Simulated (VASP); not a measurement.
# NbP (I4_1/amd) in VASP: single point with LDA

Aim: the single point of NbP with LDA.

Program: VASP 6.6.1. These are calculated values, not measurements. Logs are shortened: lines on timing, memory, paths and dates and some standing lists are left out, and cuts for length are marked.

**1. The cell of the first run**

It takes space group I4_1/amd (No. 141, tetragonal). The conventional cell has a = 3.325 Å, b = 3.325 Å, c = 11.380 Å, α = 90.00°, β = 90.00°, γ = 90.00°. Within 3.1 Å of Nb (site symmetry -4m2) lie 4 P at 2.35 Å. Within 3.1 Å of P (site symmetry -4m2) lie 4 Nb at 2.35 Å.

**2. Single point, LDA**

File INCAR:

```
SYSTEM = NbP
  ALGO = Normal
  EDIFF = 1E-6
  ENCUT = 520
  GGA = CA
  ISIF = 2
  ISMEAR = 0
  LASPH = .True.
  LCHARG = .False.
  LREAL = .False.
  LWAVE = .False.
  NBANDS = 46
  NELM = 60
  PREC = Accurate
  SIGMA = 0.15
```

File KPOINTS:

```
k-points
0
Gamma
  14 14 4
  0 0 0
```

File POSCAR:

```
NbP
1.0
   -3.3250000000      0.0000000000      0.0000000000
    0.0000000000     -3.3250000000      0.0000000000
    0.0000000000      0.0000000000     11.3800000000
Nb P
4 4
Direct
    0.5000000000      0.5000000000      0.5000000000
    0.0000000000      0.0000000000      0.0000000000
    0.5000000000      0.0000000000      0.7500000000
    0.0000000000      0.5000000000      0.2500000000
    0.5000000000      0.5000000000      0.0000000000
    0.0000000000      0.0000000000      0.5000000000
    0.0000000000      0.5000000000      0.7500000000
    0.5000000000      0.0000000000      0.2500000000
```

Potentials or basis: VASP PAW LDA potentials, release 64 (Nb_sv, P).

The run is started by

```
> cat potpaw_LDA.64/Nb_sv/POTCAR potpaw_LDA.64/P/POTCAR > POTCAR
> mpirun -np 1 vasp_std > vasp.out
```

OUTCAR:

```text
SYSTEM = NbP
   EDIFF = 1E-6
   ENCUT = 520
   GGA = CA
   ISIF = 2
   ISMEAR = 0
   LASPH = .True.
   LREAL = .False.
   NELM = 60
   PREC = Accurate

 ion  position               nearest neighbor table
   1  0.500  0.500  0.500-   6 2.35   6 2.35   6 2.35   6 2.35
   2  0.000  0.000  0.000-   5 2.35   5 2.35   5 2.35   5 2.35
   3  0.500  0.000  0.750-   7 2.35   7 2.35   7 2.35   7 2.35
   4  0.000  0.500  0.250-   8 2.35   8 2.35   8 2.35   8 2.35
   5  0.500  0.500  0.000-   2 2.35   2 2.35   2 2.35   2 2.35
   6  0.000  0.000  0.500-   1 2.35   1 2.35   1 2.35   1 2.35
   7  0.000  0.500  0.750-   3 2.35   3 2.35   3 2.35   3 2.35
   8  0.500  0.000  0.250-   4 2.35   4 2.35   4 2.35   4 2.35

  LATTYP: Found a simple tetragonal cell.
 ALAT       =     3.3250000000
 C/A-ratio  =     3.4225563910

  Lattice vectors:

 A1 = (  -3.3250000000,   0.0000000000,   0.0000000000)
 A2 = (   0.0000000000,  -3.3250000000,   0.0000000000)
 A3 = (   0.0000000000,   0.0000000000,  11.3800000000)

Analysis of symmetry for initial positions (statically):
=====================================================================
 Subroutine PRICEL returns following result:

  LATTYP: Found a body centered tetragonal cell.
 ALAT       =     3.3250000000
 C/A-ratio  =     3.4225563910

  Lattice vectors:

 A1 = (   1.6625000000,  -1.6625000000,   5.6900000000)
 A2 = (  -1.6625000000,   1.6625000000,   5.6900000000)
 A3 = (  -1.6625000000,  -1.6625000000,  -5.6900000000)

   2 primitive cells build up your supercell.

 Routine SETGRP: Setting up the symmetry group for a
 simple tetragonal supercell.

 Subroutine GETGRP returns: Found 16 space group operations
 (whereof  8 operations were pure point group operations)
 out of a pool of 16 trial point group operations.

The static configuration has the point symmetry D_2d.
 The point group associated with its full space group is D_4h.

Analysis of symmetry for dynamics (positions and initial velocities):
=====================================================================
 Subroutine PRICEL returns following result:

  LATTYP: Found a body centered tetragonal cell.
 ALAT       =     3.3250000000
 C/A-ratio  =     3.4225563910

  Lattice vectors:

 A1 = (   1.6625000000,  -1.6625000000,   5.6900000000)
 A2 = (  -1.6625000000,   1.6625000000,   5.6900000000)
[... 119 lines left out ...]
   NSW    =      0    number of steps for IOM
   IBRION =     -1    ionic relax: 0-MD 1-quasi-New 2-CG
   NFREE  =      0    steps in history (QN), initial steepest desc. (CG)
   ISIF   =      2    stress and relaxation
   ISYM   =      2    0-nonsym 1-usesym 2-fastsym
   POTIM  = 0.5000    time-step for ionic-motion
   TEBEG  =    0.0;   TEEND  =   0.0 temperature during run
   PSTRESS=    0.0 pullay stress
   NELECT =      72.0000    total number of electrons
   NUPDOWN=      -1.0000    fix difference up-down
   EMIN   =  10.00;   EMAX   =-10.00  energy-range for DOS
   EFERMI =   0.00;   METHOD = LEGACY
   ISMEAR =     0;   SIGMA  =   0.15  broadening in eV -4-tet -1-fermi 0-gaus
   EFERMI_NEDOS =   21; number of points for ismear=-14 and -15
   IALGO  =     38    algorithm
   IMIX   =      4    mixing-type and parameters
     AMIX     =   0.40;   BMIX     =  1.00
     AMIX_MAG =   1.60;   BMIX_MAG =  1.00
  volume/ion in A,a.u.               =      15.73       106.13
  Fermi-wavevector in a.u.,A,eV,Ry     =   1.359181  2.568479 25.135018  1.847372
  Thomas-Fermi vector in A             =   2.485950
   LORBIT       =      0    0 simple, 1 ext, 2 COOP (PROOUT), +10 PAW based schemes
   GGA     = CA    functional components
   LHFCALC =     F    Hartree Fock is set to
   AEXX    =    0.0000 exact exchange contribution
   IVDW    =     0    specifies the selected vdW correction
   LEPSILON=     F    determine dielectric tensor
   LRPA    =     F    only Hartree local field effects (RPA)
 non-spin polarized calculation
 Gauss-broadening in eV      SIGMA  =   0.15
  energy-cutoff  :      520.00
  volume of cell :      125.81
 maximum number of plane-waves:      3424
 NGX is ok and might be reduce to    28
   NGX = 13   NGY = 13   NGZ = 43

 number of electron      71.9999992 magnetization

 Free energy of the ion-electron system (eV)
  ---------------------------------------------------
  ext. energy  EPLUGINS =         0.00000000
  ---------------------------------------------------
  free energy    TOTEN  =       -71.78720226 eV

  energy without entropy =      -71.73993322  energy(sigma->0) =      -71.76356774

 E-fermi :  11.1335     XC(G=0): -12.2240

 val. band max:       11.1271609470   @ k =   0.1429   0.0000   0.5000
 cond. band min:      11.1339746751   @ k =   0.0714   0.0000   0.0000
 fundamental gap:      0.0068137281
 Fermi energy:        11.1334850961

 k-point     1 :       0.0000    0.0000    0.0000
  band No.  band energies     occupation
      1     -43.5915      2.00000
      2     -43.5715      2.00000
      3     -43.5715      2.00000
      4     -43.5514      2.00000
      5     -19.9646      2.00000
      6     -19.9646      2.00000
[... 1165 lines left out ...]
     45      14.0483      0.00000
     46      14.1542      0.00000

 [... further k-points ...]

------------------------ aborting loop because EDIFF is reached ----------------------------------------

  FORCE on cell =-STRESS in cart. coord.  units (eV):
  Direction    XX          YY          ZZ          XY          YZ          ZX
  --------------------------------------------------------------------------------------
  -------------------------------------------------------------------------------------
  Total       18.7101211     18.7101211    -13.1238164      0.0000000      0.0000000      0.0000000
  in kB      238.2657504    238.2657504   -167.1264420      0.0000000      0.0000000      0.0000000
  external PRESSURE =     103.1350196 kB  Pullay stress =       0.0000000 kB

 VOLUME and BASIS-vectors are now :
 -----------------------------------------------------------------------------
  energy-cutoff  :      520.00
  volume of cell :      125.81
      direct lattice vectors                 reciprocal lattice vectors
    -3.325000000  0.000000000  0.000000000    -0.300751880  0.000000000  0.000000000
     0.000000000 -3.325000000  0.000000000     0.000000000 -0.300751880  0.000000000
     0.000000000  0.000000000 11.380000000     0.000000000  0.000000000  0.087873462

 POSITION                                       TOTAL-FORCE (eV/Angst)
 -----------------------------------------------------------------------------------
     -1.66250     -1.66250      5.69000        -0.000000      0.000000      0.000000
      0.00000      0.00000      0.00000         0.000000     -0.000000     -0.000000
     -1.66250      0.00000      8.53500         0.000000      0.000000      0.000000
      0.00000     -1.66250      2.84500         0.000000     -0.000000      0.000000
     -1.66250     -1.66250      0.00000         0.000000      0.000000      0.000000
      0.00000      0.00000      5.69000         0.000000      0.000000      0.000000
      0.00000     -1.66250      8.53500        -0.000000      0.000000     -0.000000
     -1.66250      0.00000      2.84500        -0.000000      0.000000      0.000000
 -----------------------------------------------------------------------------------
    total drift:                               -0.000000      0.000000      0.000000

  FREE ENERGIE OF THE ION-ELECTRON SYSTEM (eV)
  ---------------------------------------------------
  free  energy   TOTEN  =       -71.7872022597 eV

  energy  without entropy=      -71.7399332193  energy(sigma->0) =      -71.76356774
```

stdout:

```text
POSCAR found type information on POSCAR NbP
 POSCAR found :  2 types and       8 ions
 scaLAPACK will be used
 LDA part: xc-table for (Slater(with rela. corr.)+CA(PZ))
 , standard interpolation
 POSCAR, INCAR and KPOINTS ok, starting setup
 FFT: planning ... GRIDC
 FFT: planning ... GRID_SOFT
 FFT: planning ... GRID
 WAVECAR not read
 entering main loop
```

Wall time 9.8 min (1 thread of Intel Xeon Platinum 8259CL at 2.50GHz (Skylake/Cascade Lake), shared host); peak memory 0.53 GiB.

What came out:

```yaml
Free_energy: -71.7872 eV
Pressure: 10.3 GPa
Band_gap_on_the_k_mesh: zero (band 36 reaches 11.82 eV, above the bottom of band 37 at 10.45 eV)
```
